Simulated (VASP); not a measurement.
# Sc2As3Se3 (Cmmm) in VASP: relaxation of cell and atoms with PBE

Aim: the relaxation of cell and atoms of Sc2As3Se3 with PBE.

Program: VASP 6.6.1. These are calculated values, not measurements. Logs are shortened: lines on timing, memory, paths and dates and some standing lists are left out, and cuts for length are marked.

**1. The cell of the first run**

The structure is orthorhombic, space group Cmmm (No. 65). The conventional cell has a = 7.340 Å, b = 7.647 Å, c = 7.346 Å, α = 90.00°, β = 90.00°, γ = 90.00°. Sc (site symmetry mm2) has 1 As at 2.00 Å and 2 Se at 2.25 Å within 2.6 Å. Within 3.5 Å of As (site symmetry 2/m) lie 2 As at 2.65 Å and 4 Sc at 3.32 Å. As (site symmetry mmm) has 2 Sc at 2.00 Å and 4 As at 2.65 Å within 2.7 Å. Se (site symmetry m2m) has 2 Sc at 2.25 Å and 2 Se at 2.33 to 3.00 Å within 3.0 Å. Within 3.1 Å of Se (site symmetry mmm) lie 2 Se at 2.33 Å.

The cell was generated, and may not be a known phase.

**2. Relaxation of cell and atoms, PBE**

Input file INCAR:

```
SYSTEM = Sc2As3Se3
PREC = Accurate ; ENCUT = 600
EDIFF = 1E-6 ; ISMEAR = 0
SIGMA = 0.2 ; LREAL = .False.
LASPH = .True. ; NELM = 60
ALGO = Normal ; ISIF = 3
LWAVE = .False. ; LCHARG = .False.
GGA = PE ; IBRION = 2
NSW = 36 ; EDIFFG = -0.08
```

Input file KPOINTS:

```
Automatic mesh
0
Gamma
  3 3 2
  0 0 0
```

Input file POSCAR:

```
Sc2As3Se3
1.0
    3.6698091500     -3.8234002600      0.0000000000
    3.6698091500      3.8234002600      0.0000000000
    0.0000000000      0.0000000000      7.3461748400
Sc As Se
2 3 3
Direct
    0.0000000000      0.0000000000      0.7719450100
    0.0000000000      0.0000000000      0.2280549900
    0.0000000000      0.5000000000      0.5000000000
    0.5000000000      0.0000000000      0.5000000000
    0.0000000000      0.0000000000      0.5000000000
    0.1959425100      0.8040574900      0.0000000000
    0.8040574900      0.1959425100      0.0000000000
    0.5000000000      0.5000000000      0.0000000000
```

Potentials or basis: VASP PAW PBE potentials, release 64 (Sc_sv, As, Se).

Run with:

```
cat potpaw_PBE.64/Sc_sv/POTCAR potpaw_PBE.64/As/POTCAR potpaw_PBE.64/Se/POTCAR > POTCAR
mpirun -np 1 vasp_std > vasp.out
```

OUTCAR:

```text
SYSTEM = Sc2As3Se3
   PREC = Accurate
   ENCUT = 600
   EDIFF = 1E-6
   ISMEAR = 0
   LREAL = .False.
   LASPH = .True.
   NELM = 60
   ISIF = 3
   GGA = PE
   IBRION = 2
   NSW = 36
   EDIFFG = -0.08

 ion  position               nearest neighbor table
   1  0.000  0.000  0.772-   5 2.00   6 2.25   7 2.25   2 3.35
   2  0.000  0.000  0.228-   5 2.00   6 2.25   7 2.25   1 3.35
   3  0.000  0.500  0.500-   5 2.65   5 2.65
   4  0.500  0.000  0.500-   5 2.65   5 2.65
   5  0.000  0.000  0.500-   1 2.00   2 2.00   3 2.65   4 2.65   3 2.65   4 2.65
   6  0.196  0.804  0.000-   1 2.25   2 2.25   8 2.33
   7  0.804  0.196  0.000-   1 2.25   2 2.25   8 2.33
   8  0.500  0.500  0.000-   6 2.33   7 2.33

  LATTYP: Found a base centered orthorhombic cell.
 ALAT       =     7.3396183000
 B/A-ratio  =     1.0418526151
 C/A-ratio  =     1.0008933080

  Lattice vectors:

 A1 = (   3.6698091500,  -3.8234002600,   0.0000000000)
 A2 = (   3.6698091500,   3.8234002600,   0.0000000000)
 A3 = (   0.0000000000,   0.0000000000,   7.3461748400)

Analysis of symmetry for initial positions (statically):
=====================================================================
 Subroutine PRICEL returns:
 Original cell was already a primitive cell.

 Routine SETGRP: Setting up the symmetry group for a
 base centered orthorhombic supercell.

 Subroutine GETGRP returns: Found  8 space group operations
 (whereof  8 operations were pure point group operations)
 out of a pool of  8 trial point group operations.

The static configuration has the point symmetry D_2h.

Analysis of symmetry for dynamics (positions and initial velocities):
=====================================================================
 Subroutine PRICEL returns:
 Original cell was already a primitive cell.

 Routine SETGRP: Setting up the symmetry group for a
 base centered orthorhombic supercell.

 Subroutine GETGRP returns: Found  8 space group operations
 (whereof  8 operations were pure point group operations)
 out of a pool of  8 trial point group operations.

The dynamic configuration has the point symmetry D_2h.

 Subroutine INISYM returns: Found  8 space group operations
 (whereof  8 operations are pure point group operations),
 and found     1 'primitive' translations

----------------------------------------------------------------------------------------

                                     Primitive cell

  volume of cell :     206.1506

  direct lattice vectors                    reciprocal lattice vectors
     3.669809150 -3.823400260  0.000000000     0.136246867 -0.130773648  0.000000000
     3.669809150  3.823400260  0.000000000     0.136246867  0.130773648  0.000000000
     0.000000000  0.000000000  7.346174840     0.000000000  0.000000000  0.136125265

  length of vectors
     5.299612132  5.299612132  7.346174840     0.188851677  0.188851677  0.136125265

  position of ions in fractional coordinates (direct lattice)
     0.000000000  0.000000000  0.771945010
     0.000000000  0.000000000  0.228054990
     0.000000000  0.500000000  0.500000000
     0.500000000  0.000000000  0.500000000
     0.000000000  0.000000000  0.500000000
     0.195942510  0.804057490  0.000000000
     0.804057490  0.195942510  0.000000000
     0.500000000  0.500000000  0.000000000

  ion indices of the primitive-cell ions
   primitive index   ion index
                 1           1
                 2           2
                 3           3
                 4           4
                 5           5
                 6           6
                 7           7
                 8           8

----------------------------------------------------------------------------------------

 KPOINTS: Automatic mesh

Automatic generation of k-mesh.
 Grid dimensions read from file:
 generate k-points for:    3    3    2

 Generating k-lattice:

  Cartesian coordinates                     Fractional coordinates (reciprocal lattice)
     0.045415622 -0.043591216  0.000000000     0.333333333  0.000000000  0.000000000
     0.045415622  0.043591216  0.000000000     0.000000000  0.333333333  0.000000000
     0.000000000  0.000000000  0.068062633     0.000000000  0.000000000  0.500000000

  Length of vectors
     0.062950559  0.062950559  0.068062633

  Shift w.r.t. Gamma in fractional coordinates (k-lattice)
     0.000000000  0.000000000  0.000000000

 Subroutine IBZKPT returns following result:
 ===========================================

 Found      8 irreducible k-points:

 Following reciprocal coordinates:
            Coordinates               Weight
  0.000000  0.000000  0.000000      1.000000
  0.333333 -0.000000  0.000000      4.000000
  0.333333  0.333333  0.000000      2.000000
 -0.333333  0.333333  0.000000      2.000000
  0.000000  0.000000  0.500000      1.000000
  0.333333 -0.000000  0.500000      4.000000
  0.333333  0.333333  0.500000      2.000000
 -0.333333  0.333333  0.500000      2.000000
   k-points           NKPTS =      8   k-points in BZ     NKDIM =      8   number of bands    NBANDS=     33
   number of dos      NEDOS =    301   number of ions     NIONS =      8
   total plane-waves  NPLWV = 105840
   dimension x,y,z NGX =    42 NGY =   42 NGZ =   60
   dimension x,y,z NGXF=    84 NGYF=   84 NGZF=  120
   ions per type =               2   3   3
   NGX,Y,Z   is equivalent  to a cutoff of  13.18, 13.18, 13.58 a.u.
   NGXF,Y,Z  is equivalent  to a cutoff of  26.35, 26.35, 27.16 a.u.
 SYSTEM =  Sc2As3Se3
   PREC   = accura    normal or accurate (medium, high low for compatibility)
   ISTART =      0    job   : 0-new  1-cont  2-samecut
   ICHARG =      2    charge: 1-file 2-atom 10-const
   ISPIN  =      1    spin polarized calculation?
   LNONCOLLINEAR =      F non collinear calculations
   LSORBIT =      F    spin-orbit coupling
   LASPH  =      T    aspherical Exc in radial PAW
   ENCUT  =  600.0 eV  44.10 Ry    6.64 a.u.  10.58 10.58 14.67*2*pi/ulx,y,z
   NELM   =     60;   NELMIN=  2; NELMDL= -5     # of ELM steps
   EDIFF  = 0.1E-05   stopping-criterion for ELM
   LREAL  =      F    real-space projection
   EDIFFG = -.8E-01   stopping-criterion for IOM
   NSW    =     36    number of steps for IOM
   IBRION =      2    ionic relax: 0-MD 1-quasi-New 2-CG
   NFREE  =      1    steps in history (QN), initial steepest desc. (CG)
   ISIF   =      3    stress and relaxation
   ISYM   =      2    0-nonsym 1-usesym 2-fastsym
   POTIM  = 0.5000    time-step for ionic-motion
   TEBEG  =    0.0;   TEEND  =   0.0 temperature during run
   PSTRESS=    0.0 pullay stress
   NELECT =      55.0000    total number of electrons
   NUPDOWN=      -1.0000    fix difference up-down
   EMIN   =  10.00;   EMAX   =-10.00  energy-range for DOS
   EFERMI =   0.00;   METHOD = LEGACY
   ISMEAR =     0;   SIGMA  =   0.20  broadening in eV -4-tet -1-fermi 0-gaus
   EFERMI_NEDOS =   21; number of points for ismear=-14 and -15
   IALGO  =     38    algorithm
   IMIX   =      4    mixing-type and parameters
     AMIX     =   0.40;   BMIX     =  1.00
     AMIX_MAG =   1.60;   BMIX_MAG =  1.00
  volume/ion in A,a.u.               =      25.77       173.90
  Fermi-wavevector in a.u.,A,eV,Ry     =   1.053904  1.991589 15.112165  1.110713
  Thomas-Fermi vector in A             =   2.189043
   LORBIT       =      0    0 simple, 1 ext, 2 COOP (PROOUT), +10 PAW based schemes
   GGA     = PE    functional components
   LHFCALC =     F    Hartree Fock is set to
   AEXX    =    0.0000 exact exchange contribution
   IVDW    =     0    specifies the selected vdW correction
   LEPSILON=     F    determine dielectric tensor
   LRPA    =     F    only Hartree local field effects (RPA)
 conjugate gradient relaxation of ions
 non-spin polarized calculation
 Gauss-broadening in eV      SIGMA  =   0.20
  energy-cutoff  :      600.00
  volume of cell :      206.15
 maximum number of plane-waves:      6898
 NGX is ok and might be reduce to    42
   NGX = 21   NGY = 21   NGZ = 29

--------------------------------------- Ionic step        1  -------------------------------------------

 number of electron      55.0000012 magnetization

 Free energy of the ion-electron system (eV)
  ---------------------------------------------------
  ext. energy  EPLUGINS =         0.00000000
  ---------------------------------------------------
  free energy    TOTEN  =       -29.42135116 eV

  energy without entropy =      -29.29595824  energy(sigma->0) =      -29.35865470

------------------------ aborting loop because EDIFF is reached ----------------------------------------

  FORCE on cell =-STRESS in cart. coord.  units (eV):
  Direction    XX          YY          ZZ          XY          YZ          ZX
  --------------------------------------------------------------------------------------
  -------------------------------------------------------------------------------------
  Total       -5.4989530     25.8114287     74.0335934      0.0000000      0.0000000      0.0000000
  in kB      -42.7372021    200.6033244    575.3801976      0.0000000      0.0000000      0.0000000
  external PRESSURE =     244.4154400 kB  Pullay stress =       0.0000000 kB
[... 107 lines left out ...]
  FREE ENERGIE OF THE ION-ELECTRON SYSTEM (eV)
  ---------------------------------------------------
  free  energy   TOTEN  =       -37.4215180039 eV

  energy  without entropy=      -37.3223550944  energy(sigma->0) =      -37.37193655

[... ionic steps 4 to 13 ...]

--------------------------------------- Ionic step       14  -------------------------------------------

 number of electron      54.9999999 magnetization

------------------------ aborting loop because EDIFF is reached ----------------------------------------

  FORCE on cell =-STRESS in cart. coord.  units (eV):
  Direction    XX          YY          ZZ          XY          YZ          ZX
  --------------------------------------------------------------------------------------
  -------------------------------------------------------------------------------------
  Total       -0.2235199     -0.3585465     -0.1846881      0.0000000      0.0000000      0.0000000
  in kB       -1.6494071     -2.6458012     -1.3628579      0.0000000      0.0000000      0.0000000
  external PRESSURE =      -1.8860221 kB  Pullay stress =       0.0000000 kB
[... 69 lines left out ...]
  energy  without entropy=      -39.7870215663  energy(sigma->0) =      -39.82094320

--------------------------------------- Ionic step       16  -------------------------------------------

 number of electron      54.9999998 magnetization

 Free energy of the ion-electron system (eV)
  ---------------------------------------------------
  ext. energy  EPLUGINS =         0.00000000
  ---------------------------------------------------
  free energy    TOTEN  =       -39.85764416 eV

  energy without entropy =      -39.79321664  energy(sigma->0) =      -39.82543040

 E-fermi :   3.1512     XC(G=0):  -8.8561

 val. band max:        3.0354506793   @ k =   0.3333  -0.0000   0.0000
 cond. band min:       3.1872964829   @ k =  -0.3333   0.3333   0.0000
 fundamental gap:      0.1518458036
 Fermi energy:         3.1512423272

 k-point     1 :       0.0000    0.0000    0.0000
  band No.  band energies     occupation
      1     -47.1490      2.00000
      2     -47.1382      2.00000
      3     -25.8833      2.00000
      4     -25.8709      2.00000
      5     -25.8002      2.00000
      6     -25.7755      2.00000
[... 312 lines left out ...]
  FREE ENERGIE OF THE ION-ELECTRON SYSTEM (eV)
  ---------------------------------------------------
  free  energy   TOTEN  =       -39.8576441596 eV

  energy  without entropy=      -39.7932166441  energy(sigma->0) =      -39.82543040

 reached required accuracy - stopping structural energy minimisation
```

It took 18 min on 1 thread of Intel Xeon Platinum 8488C (Sapphire Rapids), shared host; peak memory 0.37 GiB.

What came out:

```
Free energy                           : -39.8576 eV
Relaxed volume                        : 27.00 Å³/atom
Relaxed cell                          : a = 5.401 Å, b = 5.401 Å, c = 8.437 Å, α = 90.00°, β = 90.00°, γ = 118.62°
Space group after relaxing (to 0.1 Å) : Cmmm (No. 65)
Energy gained by relaxing             : 1304.5 meV/atom
Ionic steps                           : 16
Pressure after relaxing               : 0.0 GPa
Largest force after relaxing          : 0.060 eV/Å
Band gap on the k mesh                : zero (an odd number of electrons rules out a gap without spin polarisation)
```

Forces on the atoms (eV/Å):
```
Sc   0.000  0.000 -0.055
Sc   0.000  0.000  0.055
As   0.000  0.000  0.000
As   0.000  0.000  0.000
As   0.000  0.000  0.000
Se   0.000 -0.060  0.000
Se   0.000  0.060  0.000
Se   0.000  0.000  0.000
```

Stress tensor (GPa, compression positive):
```
 0.11  0.00  0.00
 0.00 -0.16  0.00
 0.00  0.00  0.01
```

The path:
| step | energy change (eV) | largest force (eV/Å) | pressure (GPa) | volume (Å³) |
| --- | --- | --- | --- | --- |
| 1 | 0.0000 | 8.0837 | 24.44 | 206.15 |
| 2 | -5.9100 | 1.8995 | -5.66 | 333.17 |
| 3 | -8.0002 | 1.4125 | -0.25 | 267.03 |
| 4 | -8.6762 | 0.3288 | -3.38 | 268.62 |
| 5 | -8.8568 | 0.3807 | -5.05 | 268.92 |
| 6 | -9.5164 | 0.2845 | -4.34 | 251.80 |
| 7 | -9.9584 | 1.8539 | 4.74 | 201.99 |
| 8 | -10.2334 | 1.0995 | -0.62 | 221.60 |
| 9 | -10.2368 | 1.1555 | -0.27 | 219.91 |
| 10 | -10.3249 | 0.6127 | 0.21 | 217.62 |
| 11 | -10.3417 | 0.4349 | 0.61 | 216.12 |
| 12 | -10.3816 | 0.3233 | 0.08 | 217.66 |
| 13 | -10.4135 | 0.0733 | -0.94 | 220.83 |
| 14 | -10.4333 | 0.1235 | -0.19 | 217.12 |
| 15 | -10.4335 | 0.1318 | -0.09 | 216.68 |
| 16 | -10.4363 | 0.0603 | -0.01 | 216.03 |

Final structure:
```yaml
crystal:
  lattice:
    - [2.75640, -4.64446, 0.00000]
    - [2.75640, 4.64446, 0.00000]
    - [0.00000, 0.00000, 8.43727]
  atoms:
    - { symbol: Sc, position: [0.00000, 0.00000, 0.80684] }
    - { symbol: Sc, position: [0.00000, 0.00000, 0.19316] }
    - { symbol: As, position: [0.00000, 0.50000, 0.50000] }
    - { symbol: As, position: [0.50000, 0.00000, 0.50000] }
    - { symbol: As, position: [0.00000, 0.00000, 0.50000] }
    - { symbol: Se, position: [0.21591, 0.78409, 0.00000] }
    - { symbol: Se, position: [0.78409, 0.21591, 0.00000] }
    - { symbol: Se, position: [0.50000, 0.50000, 0.00000] }
```

Caveat: the k points lie up to 0.44 Å⁻¹ apart in the final cell, too coarse for converged energies and pressures of a metal; the relaxation stopped at a loose force limit of 0.08 eV/Å, so its end isn't a converged minimum.

The gap in the log of VASP goes by the Fermi energy; the results here count the filled bands.